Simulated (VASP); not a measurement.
# KMgF3 (Pm-3m) in VASP: a series of runs

Aim: see how the results for KMgF3 move with the level of theory and the settings. Levels: PBEsol, LDA, r2SCAN. Tasks: relaxation of cell and atoms.

All numbers are computed with VASP 6.6.1; they aren't measurements. Logs are shortened: lines on timing, memory, paths and dates and some standing lists are left out, and cuts for length are marked.

### Step 1. The cell of the first run

It takes space group Pm-3m (No. 221, cubic). The conventional cell has a = 4.054 Å, b = 4.054 Å, c = 4.054 Å, α = 90.00°, β = 90.00°, γ = 90.00°. K (site symmetry m-3m) has 12 F at 2.87 Å and 8 Mg at 3.51 Å within 3.8 Å. Mg (site symmetry m-3m) has 6 F at 2.03 Å within 2.7 Å. Within 2.7 Å of F (site symmetry 4/mmm) lie 2 Mg at 2.03 Å.

### Step 2. Relaxation of cell and atoms, PBEsol

File INCAR:

```
SYSTEM = KMgF3
PREC = Accurate ; ENCUT = 600
EDIFF = 1E-6 ; ISMEAR = -1
SIGMA = 0.02 ; LREAL = .False.
LASPH = .True. ; NELM = 100
ALGO = Normal ; ISIF = 3
LWAVE = .False. ; LCHARG = .False.
GGA = PS ; IBRION = 2
NSW = 80 ; EDIFFG = -0.005
```

File KPOINTS:

```
Automatic mesh
0
Gamma
  6 6 6
  0 0 0
```

File POSCAR:

```
KMgF3
1.0
    4.0541864023      0.0000000000      0.0000000000
    0.0000000000      4.0541864023      0.0000000000
    0.0000000000      0.0000000000      4.0541864023
K Mg F
1 1 3
Direct
    0.5000000000      0.5000000000      0.5000000000
    0.0000000000      0.0000000000      0.0000000000
    0.5000000000      0.0000000000      0.0000000000
    0.0000000000      0.5000000000      0.0000000000
    0.0000000000      0.0000000000      0.5000000000
```

Potentials or basis: VASP PAW PBE potentials, release 64 (K_sv, Mg, F).

The run is started by

```sh
> cat potpaw_PBE.64/K_sv/POTCAR potpaw_PBE.64/Mg/POTCAR potpaw_PBE.64/F/POTCAR > POTCAR
> mpirun -np 1 vasp_std > vasp.out
```

OUTCAR:

```text
SYSTEM = KMgF3
   PREC = Accurate
   ENCUT = 600
   EDIFF = 1E-6
   ISMEAR = -1
   LREAL = .False.
   LASPH = .True.
   NELM = 100
   ISIF = 3
   GGA = PS
   IBRION = 2
   NSW = 80
   EDIFFG = -0.005

 ion  position               nearest neighbor table
   1  0.500  0.500  0.500-   2 3.51   2 3.51   2 3.51   2 3.51   2 3.51   2 3.51   2 3.51   2 3.51

   2  0.000  0.000  0.000-   3 2.03   4 2.03   5 2.03   5 2.03   4 2.03   3 2.03   1 3.51   1 3.51
                             1 3.51   1 3.51   1 3.51   1 3.51   1 3.51   1 3.51
   3  0.500  0.000  0.000-   2 2.03   2 2.03
   4  0.000  0.500  0.000-   2 2.03   2 2.03
   5  0.000  0.000  0.500-   2 2.03   2 2.03

  LATTYP: Found a simple cubic cell.
 ALAT       =     4.0541864023

  Lattice vectors:

 A1 = (   4.0541864023,   0.0000000000,   0.0000000000)
 A2 = (   0.0000000000,   4.0541864023,   0.0000000000)
 A3 = (   0.0000000000,   0.0000000000,   4.0541864023)

Analysis of symmetry for initial positions (statically):
=====================================================================
 Subroutine PRICEL returns:
 Original cell was already a primitive cell.

 Routine SETGRP: Setting up the symmetry group for a
 simple cubic supercell.

 Subroutine GETGRP returns: Found 48 space group operations
 (whereof 48 operations were pure point group operations)
 out of a pool of 48 trial point group operations.

The static configuration has the point symmetry O_h .

Analysis of symmetry for dynamics (positions and initial velocities):
=====================================================================
 Subroutine PRICEL returns:
 Original cell was already a primitive cell.

 Routine SETGRP: Setting up the symmetry group for a
 simple cubic supercell.

 Subroutine GETGRP returns: Found 48 space group operations
 (whereof 48 operations were pure point group operations)
 out of a pool of 48 trial point group operations.

The dynamic configuration has the point symmetry O_h .

 Subroutine INISYM returns: Found 48 space group operations
 (whereof 48 operations are pure point group operations),
 and found     1 'primitive' translations

----------------------------------------------------------------------------------------

                                     Primitive cell

  volume of cell :      66.6363

  direct lattice vectors                    reciprocal lattice vectors
     4.054186402  0.000000000  0.000000000     0.246658614  0.000000000  0.000000000
     0.000000000  4.054186402  0.000000000     0.000000000  0.246658614  0.000000000
     0.000000000  0.000000000  4.054186402     0.000000000  0.000000000  0.246658614

  length of vectors
     4.054186402  4.054186402  4.054186402     0.246658614  0.246658614  0.246658614

  position of ions in fractional coordinates (direct lattice)
     0.500000000  0.500000000  0.500000000
     0.000000000  0.000000000  0.000000000
     0.500000000  0.000000000  0.000000000
     0.000000000  0.500000000  0.000000000
     0.000000000  0.000000000  0.500000000

  ion indices of the primitive-cell ions
   primitive index   ion index
                 1           1
                 2           2
                 3           3
                 4           4
                 5           5

----------------------------------------------------------------------------------------

 KPOINTS: Automatic mesh

Automatic generation of k-mesh.
 Grid dimensions read from file:
 generate k-points for:    6    6    6

 Generating k-lattice:

  Cartesian coordinates                     Fractional coordinates (reciprocal lattice)
     0.041109769  0.000000000  0.000000000     0.166666667  0.000000000  0.000000000
     0.000000000  0.041109769  0.000000000     0.000000000  0.166666667  0.000000000
     0.000000000  0.000000000  0.041109769     0.000000000  0.000000000  0.166666667

  Length of vectors
     0.041109769  0.041109769  0.041109769

  Shift w.r.t. Gamma in fractional coordinates (k-lattice)
     0.000000000  0.000000000  0.000000000

 Subroutine IBZKPT returns following result:
 ===========================================

 Found     20 irreducible k-points:

 Following reciprocal coordinates:
            Coordinates               Weight
  0.000000  0.000000  0.000000      1.000000
  0.166667  0.000000  0.000000      6.000000
  0.333333  0.000000  0.000000      6.000000
  0.500000  0.000000  0.000000      3.000000
  0.166667  0.166667  0.000000     12.000000
  0.333333  0.166667  0.000000     24.000000
[... 12 lines left out ...]
  0.500000  0.500000  0.333333      6.000000
  0.500000  0.500000  0.500000      1.000000
   k-points           NKPTS =     20   k-points in BZ     NKDIM =     20   number of bands    NBANDS=     20
   number of dos      NEDOS =    301   number of ions     NIONS =      5
   total plane-waves  NPLWV =  32768
   dimension x,y,z NGX =    32 NGY =   32 NGZ =   32
   dimension x,y,z NGXF=    64 NGYF=   64 NGZF=   64
   ions per type =               1   1   3
   NGX,Y,Z   is equivalent  to a cutoff of  13.12, 13.12, 13.12 a.u.
   NGXF,Y,Z  is equivalent  to a cutoff of  26.24, 26.24, 26.24 a.u.
 SYSTEM =  KMgF3
   PREC   = accura    normal or accurate (medium, high low for compatibility)
   ISTART =      0    job   : 0-new  1-cont  2-samecut
   ICHARG =      2    charge: 1-file 2-atom 10-const
   ISPIN  =      1    spin polarized calculation?
   LNONCOLLINEAR =      F non collinear calculations
   LSORBIT =      F    spin-orbit coupling
   LASPH  =      T    aspherical Exc in radial PAW
   ENCUT  =  600.0 eV  44.10 Ry    6.64 a.u.   8.10  8.10  8.10*2*pi/ulx,y,z
   NELM   =    100;   NELMIN=  2; NELMDL= -5     # of ELM steps
   EDIFF  = 0.1E-05   stopping-criterion for ELM
   LREAL  =      F    real-space projection
   EDIFFG = -.5E-02   stopping-criterion for IOM
   NSW    =     80    number of steps for IOM
   IBRION =      2    ionic relax: 0-MD 1-quasi-New 2-CG
   NFREE  =      1    steps in history (QN), initial steepest desc. (CG)
   ISIF   =      3    stress and relaxation
   ISYM   =      2    0-nonsym 1-usesym 2-fastsym
   POTIM  = 0.5000    time-step for ionic-motion
   TEBEG  =    0.0;   TEEND  =   0.0 temperature during run
   PSTRESS=    0.0 pullay stress
   NELECT =      32.0000    total number of electrons
   NUPDOWN=      -1.0000    fix difference up-down
   EMIN   =  10.00;   EMAX   =-10.00  energy-range for DOS
   EFERMI =   0.00;   METHOD = LEGACY
   ISMEAR =    -1;   SIGMA  =   0.02  broadening in eV -4-tet -1-fermi 0-gaus
   EFERMI_NEDOS =   21; number of points for ismear=-14 and -15
   IALGO  =     38    algorithm
   IMIX   =      4    mixing-type and parameters
     AMIX     =   0.40;   BMIX     =  1.00
     AMIX_MAG =   1.60;   BMIX_MAG =  1.00
  volume/ion in A,a.u.               =      13.33        89.94
  Fermi-wavevector in a.u.,A,eV,Ry     =   1.281999  2.422627 22.361476  1.643522
  Thomas-Fermi vector in A             =   2.414336
   LORBIT       =      0    0 simple, 1 ext, 2 COOP (PROOUT), +10 PAW based schemes
   GGA     = PS    functional components
   LHFCALC =     F    Hartree Fock is set to
   AEXX    =    0.0000 exact exchange contribution
   IVDW    =     0    specifies the selected vdW correction
   LEPSILON=     F    determine dielectric tensor
   LRPA    =     F    only Hartree local field effects (RPA)
 conjugate gradient relaxation of ions
 non-spin polarized calculation
  energy-cutoff  :      600.00
  volume of cell :       66.64
 maximum number of plane-waves:      2272
   NGX = 17   NGY = 17   NGZ = 17

--------------------------------------- Ionic step        1  -------------------------------------------

 number of electron      32.0000043 magnetization

 Free energy of the ion-electron system (eV)
  ---------------------------------------------------
  ext. energy  EPLUGINS =         0.00000000
  ---------------------------------------------------
  free energy    TOTEN  =       -25.23888804 eV

  energy without entropy =      -25.23888804  energy(sigma->0) =      -25.23888804

------------------------ aborting loop because EDIFF is reached ----------------------------------------

  FORCE on cell =-STRESS in cart. coord.  units (eV):
  Direction    XX          YY          ZZ          XY          YZ          ZX
  --------------------------------------------------------------------------------------
  -------------------------------------------------------------------------------------
  Total       -1.4676893     -1.4676893     -1.4676893     -0.0000000     -0.0000000      0.0000000
  in kB      -35.2885304    -35.2885304    -35.2885304     -0.0000000     -0.0000000      0.0000000
  external PRESSURE =     -35.2885304 kB  Pullay stress =       0.0000000 kB

 VOLUME and BASIS-vectors are now :
 -----------------------------------------------------------------------------
  energy-cutoff  :      600.00
  volume of cell :       66.64
      direct lattice vectors                 reciprocal lattice vectors
     4.054186402  0.000000000  0.000000000     0.246658614  0.000000000  0.000000000
     0.000000000  4.054186402  0.000000000     0.000000000  0.246658614  0.000000000
     0.000000000  0.000000000  4.054186402     0.000000000  0.000000000  0.246658614
[... 40 lines left out ...]
 POSITION                                       TOTAL-FORCE (eV/Angst)
 -----------------------------------------------------------------------------------
      1.99839      1.99839      1.99839        -0.000000     -0.000000      0.000000
      0.00000      0.00000      0.00000         0.000000      0.000000      0.000000
      1.99839     -0.00000      0.00000         0.000000      0.000000      0.000000
     -0.00000      1.99839      0.00000        -0.000000      0.000000      0.000000
     -0.00000     -0.00000      1.99839         0.000000     -0.000000      0.000000
 -----------------------------------------------------------------------------------
    total drift:                                0.000000      0.000000     -0.000000

  FREE ENERGIE OF THE ION-ELECTRON SYSTEM (eV)
  ---------------------------------------------------
  free  energy   TOTEN  =       -25.2775503244 eV

  energy  without entropy=      -25.2775503244  energy(sigma->0) =      -25.27755032

--------------------------------------- Ionic step        3  -------------------------------------------

 number of electron      32.0000007 magnetization

 Free energy of the ion-electron system (eV)
  ---------------------------------------------------
  ext. energy  EPLUGINS =         0.00000000
  ---------------------------------------------------
  free energy    TOTEN  =       -25.27931804 eV

  energy without entropy =      -25.27931804  energy(sigma->0) =      -25.27931804

 E-fermi :  -1.1743     XC(G=0):  -9.9580

 val. band max:       -1.6974295014   @ k =   0.5000   0.5000   0.5000
 cond. band min:       5.4479941105   @ k =   0.0000   0.0000   0.0000
 fundamental gap:      7.1454236119
 Fermi energy:        -1.1743120092

 k-point     1 :       0.0000    0.0000    0.0000
  band No.  band energies     occupation
      1     -27.1654      2.00000
      2     -21.7154      2.00000
      3     -21.0414      2.00000
      4     -21.0414      2.00000
      5     -10.7310      2.00000
      6     -10.7310      2.00000
[... 12 lines left out ...]
     19       8.2508      0.00000
     20      10.4488      0.00000
[... 457 lines left out ...]
 POSITION                                       TOTAL-FORCE (eV/Angst)
 -----------------------------------------------------------------------------------
      1.99119      1.99119      1.99119        -0.000000     -0.000000      0.000000
      0.00000      0.00000      0.00000         0.000000      0.000000      0.000000
      1.99119     -0.00000      0.00000         0.000000      0.000000      0.000000
     -0.00000      1.99119      0.00000         0.000000      0.000000      0.000000
     -0.00000     -0.00000      1.99119         0.000000     -0.000000      0.000000
 -----------------------------------------------------------------------------------
    total drift:                                0.000000      0.000000     -0.000000

  FREE ENERGIE OF THE ION-ELECTRON SYSTEM (eV)
  ---------------------------------------------------
  free  energy   TOTEN  =       -25.2793180361 eV

  energy  without entropy=      -25.2793180361  energy(sigma->0) =      -25.27931804

 reached required accuracy - stopping structural energy minimisation
```

It took 85 s on 1 thread of Intel Xeon 8259CL, shared host; peak memory 0.2 GiB.

Results:

```yaml
Free_energy: -25.2793 eV
Relaxed_volume: 12.63 Å³/atom
Relaxed_cell: a = 3.982 Å, b = 3.982 Å, c = 3.982 Å, α = 90.00°, β = 90.00°, γ = 90.00°
Space_group_after_relaxing_to_0.1_Å: Pm-3m (No. 221)
Energy_gained_by_relaxing: 8.1 meV/atom
Ionic_steps: 3
Pressure_after_relaxing: 0.0 GPa
Band_gap_on_the_k_mesh: 7.15 eV (least direct gap 7.47 eV)
```

The path:
| step | energy change (eV) | largest force (eV/Å) | pressure (GPa) | volume (Å³) |
| --- | --- | --- | --- | --- |
| 1 | 0.0000 | 0.0000 | -3.53 | 66.64 |
| 2 | -0.0387 | 0.0000 | -0.80 | 63.85 |
| 3 | -0.0404 | 0.0000 | -0.02 | 63.16 |

Final structure:
```xyz
5
Lattice="3.9824 0.0000 0.0000 0.0000 3.9824 0.0000 0.0000 0.0000 3.9824" Properties=species:S:1:pos:R:3 pbc="T T T"
K     1.9912    1.9912    1.9912
Mg    0.0000    0.0000    0.0000
F     1.9912    0.0000    0.0000
F     0.0000    1.9912    0.0000
F     0.0000    0.0000    1.9912
```

Caveat: the PAW data sets were made with another functional, which shifts forces and pressure a little.

### Step 3. Relaxation of cell and atoms, LDA

File INCAR:

```
ALGO     = Normal         # electronic algorithm
EDIFF    = 1E-7           # SCF threshold, eV
EDIFFG   = -0.005         # ionic threshold
ENCUT    = 600            # plane-wave cutoff, eV
GGA      = CA             # functional
IBRION   = 2              # ionic algorithm
ISIF     = 3              # what is computed and relaxed
ISMEAR   = -1             # smearing method
LASPH    = True           # aspherical terms in the spheres
LCHARG   = False          # write CHGCAR
LREAL    = False          # projectors in reciprocal space
LWAVE    = False          # write WAVECAR
NELM     = 60             # most SCF steps
NSW      = 80             # ionic steps
PREC     = Accurate       # precision mode
SIGMA    = 0.02           # smearing width, eV
```

File KPOINTS:

```
k-points
0
Gamma
  6 6 6
```

POSCAR is that of step 2.

Potentials or basis: VASP PAW LDA potentials, release 64 (K_sv, Mg, F).

The run is started by

```sh
> cat potpaw_LDA.64/K_sv/POTCAR potpaw_LDA.64/Mg/POTCAR potpaw_LDA.64/F/POTCAR > POTCAR
> mpirun -np 1 vasp_std > vasp.out
```

Run time: 2.2 min. Hardware: 1 thread of Intel Xeon 8259CL, shared host; peak memory 0.18 GiB.

Results (log left out):

```yaml
Free_energy: -27.1617 eV
Relaxed_volume: 11.79 Å³/atom
Relaxed_cell: a = 3.892 Å, b = 3.892 Å, c = 3.892 Å, α = 90.00°, β = 90.00°, γ = 90.00°
Space_group_after_relaxing_to_0.1_Å: Pm-3m (No. 221)
Energy_gained_by_relaxing: 44.3 meV/atom
Ionic_steps: 5
Pressure_after_relaxing: 0.0 GPa
Band_gap_on_the_k_mesh: 7.52 eV (least direct gap 7.84 eV)
```

Step by step:
| step | energy change (eV) | largest force (eV/Å) | pressure (GPa) | volume (Å³) |
| --- | --- | --- | --- | --- |
| 1 | 0.0000 | 0.0000 | -8.25 | 66.64 |
| 2 | -0.2142 | 0.0000 | -1.82 | 60.24 |
| 3 | -0.2215 | 0.0000 | -0.08 | 59.02 |
| 4 | -0.2215 | 0.0000 | 0.14 | 58.88 |
| 5 | -0.2215 | 0.0000 | 0.00 | 58.97 |

Final structure:
```
K Mg F
1.0
     3.89231    0.00000    0.00000
     0.00000    3.89231    0.00000
     0.00000    0.00000    3.89231
K Mg F
1 1 3
Direct
  0.50000 0.50000 0.50000
  0.00000 0.00000 0.00000
  0.50000 0.00000 0.00000
  0.00000 0.50000 0.00000
  0.00000 0.00000 0.50000
```

Levels at points of the mesh, in eV from the valence-band top:
```csv
k point,band 13,band 14,band 15,band 16,band 17,band 18,band 19,band 20
"(0.00, 0.00, 0.00)",-0.72,-0.32,-0.32,-0.32,7.52,9.87,9.87,12.20
"(0.50, 0.00, 0.00)",-0.97,-0.97,-0.59,-0.59,10.25,10.88,11.05,12.91
"(0.50, 0.50, 0.00)",-1.21,-0.97,-0.97,-0.03,11.11,11.79,12.97,12.97
"(0.50, 0.50, 0.50)",-1.21,0.00,0.00,0.00,10.46,10.46,10.46,14.19
```

A k mesh can miss the band edges. Zero-point motion and thermal expansion aren't in these numbers.

### Step 4. Relaxation of cell and atoms, r2SCAN

POSCAR is that of step 3.

File INCAR.step1:

```
ALGO = Normal ; EDIFF = 1E-4
ENCUT = 600 ; GGA = PE
ISMEAR = -1 ; LASPH = T
LCHARG = F ; LREAL = F
LWAVE = T ; NELM = 60
PREC = Accurate ; SIGMA = 0.02
```

File INCAR.step2:

```
ALGO = Normal ; EDIFF = 1E-7
EDIFFG = -0.005 ; ENCUT = 600
IBRION = 2 ; ISIF = 3
ISMEAR = -1 ; ISTART = 1
LASPH = T ; LCHARG = F
LMIXTAU = T ; LREAL = F
LWAVE = F ; METAGGA = R2SCAN
NELM = 60 ; NSW = 80
PREC = Accurate ; SIGMA = 0.02
```

KPOINTS is that of step 3.

Potentials or basis: VASP PAW PBE potentials, release 64 (K_sv, Mg, F).

The run is started by

```sh
> cat potpaw_PBE.64/K_sv/POTCAR potpaw_PBE.64/Mg/POTCAR potpaw_PBE.64/F/POTCAR > POTCAR
> cp INCAR.step1 INCAR
> mpirun -np 1 vasp_std > vasp.out
> cp INCAR.step2 INCAR
> mpirun -np 1 vasp_std > vasp.out
```

Wall time 4.6 min (1 thread of Intel Xeon 8259CL, shared host); peak memory 0.22 GiB.

The run converged. Its results:

```
Free energy                           : -37.4390 eV
Relaxed volume                        : 12.50 Å³/atom
Relaxed cell                          : a = 3.968 Å, b = 3.968 Å, c = 3.968 Å, α = 90.00°, β = 90.00°, γ = 90.00°
Space group after relaxing (to 0.1 Å) : Pm-3m (No. 221)
Energy gained by relaxing             : 12.5 meV/atom
Ionic steps                           : 3
Pressure after relaxing               : 0.0 GPa
Band gap on the k mesh                : 8.36 eV (least direct gap 8.68 eV)
```

Step by step:
```
step  energy change (eV)  largest force (eV/Å)  pressure (GPa)  volume (Å³)
   1              0.0000                0.0000           -4.50        66.64
   2             -0.0609                0.0000           -0.78        63.09
   3             -0.0624                0.0000           -0.05        62.50
```

Final structure:
```
K Mg F
1.0
     3.96841    0.00000    0.00000
     0.00000    3.96841    0.00000
     0.00000    0.00000    3.96841
K Mg F
1 1 3
Direct
  0.50000 0.50000 0.50000
  0.00000 0.00000 0.00000
  0.50000 0.00000 0.00000
  0.00000 0.50000 0.00000
  0.00000 0.00000 0.50000
```

Levels at points of the mesh, in eV from the valence-band top:
| k point | band 13 | band 14 | band 15 | band 16 | band 17 | band 18 | band 19 | band 20 |
| --- | --- | --- | --- | --- | --- | --- | --- | --- |
| (0.00, 0.00, 0.00) | -0.65 | -0.32 | -0.32 | -0.32 | 8.36 | 10.86 | 10.86 | 13.21 |
| (0.50, 0.00, 0.00) | -0.88 | -0.88 | -0.54 | -0.54 | 11.10 | 11.62 | 11.94 | 13.84 |
| (0.50, 0.50, 0.00) | -1.06 | -0.90 | -0.90 | -0.02 | 11.96 | 12.62 | 13.80 | 13.80 |
| (0.50, 0.50, 0.50) | -1.13 | 0.00 | 0.00 | 0.00 | 11.43 | 11.43 | 11.43 | 15.07 |

Caveat: the PAW data sets were made with another functional, which shifts forces and pressure a little.

### Step 5. The runs side by side

| level | potentials or basis | gap on the mesh (eV) | pressure (GPa) | relaxed volume (Å³/atom) |
| --- | --- | --- | --- | --- |
| PBEsol | VASP PAW PBE potentials, release 64 (K_sv, Mg, F) | 7.15 | 0.0 | 12.63 |
| LDA | VASP PAW LDA potentials, release 64 (K_sv, Mg, F) | 7.52 | 0.0 | 11.79 |
| r2SCAN | VASP PAW PBE potentials, release 64 (K_sv, Mg, F) | 8.36 | 0.0 | 12.50 |

Alike in all rows: task relaxation of cell and atoms; no spin polarisation; cell relaxed; k mesh 6 × 6 × 6; cutoff (eV) 600; smearing fermi-dirac 0.02 eV.

Caveats: the PAW data sets were made with another functional, which shifts forces and pressure a little (at least some runs).

Absolute energies hang on the potentials; compare differences alone.
